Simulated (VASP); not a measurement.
Set up this calculation in VASP 6.6.1, as the native input.

| Property | Result |
| --- | --- |
| Task | electric field gradients |
| Functional | LDA |
| Potentials or basis | VASP PAW LDA potentials, release 64 (La, Hg) |
| Cutoff | 520 eV |
| k mesh | 9 × 9 × 9 |
| Occupations | fermi-dirac, width 0.05 eV |
| Spin | no spin polarisation |
| Dipole correction | no |
| Further INCAR settings | ALGO = Normal; EDIFF = 1e-08; NBANDS = 18 |

The structure of LaHg lies in POSCAR:

```
LaHg
1.0
    3.8640000000      0.0000000000      0.0000000000
    0.0000000000      3.8640000000      0.0000000000
    0.0000000000      0.0000000000      3.8640000000
La Hg
1 1
Direct
    0.5000000000      0.5000000000      0.5000000000
    0.0000000000      0.0000000000      0.0000000000
```

One way to write it, as run:

INCAR

```
SYSTEM = LaHg
ALGO = Normal
EDIFF = 1E-8
ENCUT = 520
GGA = CA
ISIF = 2
ISMEAR = -1
LASPH = .TRUE.
LCHARG = .FALSE.
LEFG = .TRUE.
LREAL = .FALSE.
LWAVE = .FALSE.
NBANDS = 18
NELM = 60
PREC = Accurate
SIGMA = 0.05
```

KPOINTS

```
k-points
0
G
  9 9 9
  0 0 0
```

Potentials or basis: VASP PAW LDA potentials, release 64 (La, Hg).

The run is started by

```sh
$ cat potpaw_LDA.64/La/POTCAR potpaw_LDA.64/Hg/POTCAR > POTCAR
$ mpirun -np 1 vasp_std > vasp.out
```

It gave:

```yaml
Pressure: -2.8 GPa
```

Caveat: without QUAD_EFG the Cq values of the log hold for a quadrupole moment of 1 mb, not for the nuclei.

Run time: 23 s on 1 thread of Intel(R) Xeon(R) Platinum 8488C (Sapphire Rapids) (shared host), peak memory 0.19 GiB.
